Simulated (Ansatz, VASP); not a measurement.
## Two plane-wave programs on BeS

```
Be S
1.0
     3.36522    0.00000    0.00000
    -1.68261    2.91436    0.00000
     0.00000    0.00000    5.34984
Be S
2 2
Direct
  0.00000 0.00000 0.00000
  0.00000 0.00000 0.50000
  0.33333 0.66667 0.25000
  0.66667 0.33333 0.75000
```

Alike in both runs: task single point; functional PBE; k mesh 9 × 9 × 4; no spin polarisation.

```csv
,VASP,Ansatz
version,VASP 6.6.1,Ansatz 0.2.0
potentials or method,"VASP PAW PBE potentials, release 64 (Be, S)","plane waves, PAW"
plane-wave cutoff (eV),520,420
occupations,"gaussian, width 0.01 eV",fixed
valence electrons in the cell,16,16
```

VASP gave:

| Property | Result |
| --- | --- |
| gap on the k mesh at the Fermi level (eV) | 1.48 |
| pressure (GPa) | -5.7 |

**Question.** What did Ansatz give for the same quantities?

**Answer.** gap on the k mesh at the Fermi level (eV): 1.48; pressure (GPa): -5.6.
